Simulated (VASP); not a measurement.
A run of VASP 6.6.1:

The input INCAR:

```
  PREC = Accurate
  ENCUT = 520
  EDIFF = 1E-6
  ISMEAR = 0
  SIGMA = 0.15
  LREAL = False
  LASPH = True
  NELM = 80
  ALGO = Fast
  ISIF = 2
  LWAVE = False
  LCHARG = True
  GGA = PS
  LELF = True
  LVHAR = True
  NBANDS = 10
```

The input KPOINTS:

```
Automatic mesh
0
Gamma
  12 12 12
```

Contents of POSCAR:

```
Cs
1.0
   -3.0225000000      3.0073875000      3.0225000000
    3.0225000000     -3.0073875000      3.0225000000
    3.0225000000      3.0073875000     -3.0225000000
Cs
1
Direct
    0.0000000000      0.0000000000      0.0000000000
```

Potentials or basis: VASP PAW PBE potentials, release 64 (Cs_sv).

Command:

```sh
$ cat potpaw_PBE.64/Cs_sv/POTCAR > POTCAR
$ mpirun -np 1 vasp_std > vasp.out
```

Hardware: 1 thread of AMD EPYC 9R14 (Zen 4), with other jobs on the host.

Question: Estimate the wall time of this run.

Answer: Wall time 100 s on 1 thread of AMD EPYC 9R14 (Zen 4), on a shared host, peak memory 0.32 GiB. Counts: scf iterations 10, k points 163.
